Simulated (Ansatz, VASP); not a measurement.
Ir3Rh2 in VASP and in Ansatz

Contents of INCAR:

```
ALGO = Normal
EDIFF = 1E-6
EDIFFG = -0.04
ENCUT = 600
GGA = PE
IBRION = 2
ISIF = 3
ISMEAR = 0
LASPH = True
LCHARG = False
LREAL = False
LWAVE = False
NELM = 60
NSW = 90
PREC = Accurate
SIGMA = 0.1
```

The input KPOINTS:

```
k-points
0
Gamma
  6 6 1
```

Contents of POSCAR:

```
Ir3Rh2
1.0
    2.7103523400      0.0000000000      0.0000000000
   -1.3551761700      2.3472339800      0.0000000000
    0.0000000000      0.0000000000     21.9357733600
Ir Rh
6 4
Direct
    0.3333333300      0.6666666700      0.7500000000
    0.3333333300      0.6666666700      0.1500000000
    0.3333333300      0.6666666700      0.3500000000
    0.6666666700      0.3333333300      0.8500000000
    0.6666666700      0.3333333300      0.2500000000
    0.6666666700      0.3333333300      0.6500000000
    0.3333333300      0.6666666700      0.9500000000
    0.3333333300      0.6666666700      0.5500000000
    0.6666666700      0.3333333300      0.0500000000
    0.6666666700      0.3333333300      0.4500000000
```

Input for Ansatz:

```yaml
crystal:
  lattice:
    - [2.71035234, 0.0, 0.0]
    - [-1.35517617, 2.34723398, 0.0]
    - [0.0, 0.0, 21.93577336]
  atoms:
    - { symbol: Ir, position: [0.33333333, 0.66666667, 0.75] }
    - { symbol: Ir, position: [0.33333333, 0.66666667, 0.15] }
    - { symbol: Ir, position: [0.33333333, 0.66666667, 0.35] }
    - { symbol: Ir, position: [0.66666667, 0.33333333, 0.85] }
    - { symbol: Ir, position: [0.66666667, 0.33333333, 0.25] }
    - { symbol: Ir, position: [0.66666667, 0.33333333, 0.65] }
    - { symbol: Rh, position: [0.33333333, 0.66666667, 0.95] }
    - { symbol: Rh, position: [0.33333333, 0.66666667, 0.55] }
    - { symbol: Rh, position: [0.66666667, 0.33333333, 0.05] }
    - { symbol: Rh, position: [0.66666667, 0.33333333, 0.45] }
basis:
  ecutwfc: 420
kpoints:
  mp_grid: { grid: [6, 6, 1] }
hamiltonian:
  xc: pbe
scf:
  occupations: { method: gaussian, width: 0.1 }
  lower_state_search: "off"
output:
  forces: true
  stress: true
  eigenvalues: true
relax:
  adjacent_minimum: "off"
  f_tol: 0.04
  max_steps: 70
  cell: { stress_tol: 0.4 }
```

Alike in both runs: task relaxation of cell and atoms; functional PBE; k mesh 6 × 6 × 1; occupations gaussian, width 0.1 eV; no spin polarisation.

|  | VASP | Ansatz |
| --- | --- | --- |
| version | VASP 6.6.1 | Ansatz 0.2.0 |
| potentials or method | VASP PAW PBE potentials, release 64 (Ir, Rh_pv), cutoff 600 eV | scalar-relativistic, plane waves, PAW |
| valence electrons in the cell | 114 | 170 |

```tsv
	VASP	Ansatz	Ansatz less VASP
gap on the k mesh at the Fermi level, each at its own relaxed structure (eV)	none	none	-
relaxed volume (Å³/atom)	14.42	14.43	+0.008
relaxed cell length with the largest relative difference (Å)	21.893	21.902	+0.0089
```

A gap of «none» marks a metal or a gap that the smearing closes. VASP's potentials hold 114 valence electrons a cell and Ansatz's 170, so a difference there can come from the potentials and not from the codes.

The k mesh is coarse, so the values compare programs but aren't converged. Neither program's run includes spin-orbit coupling.
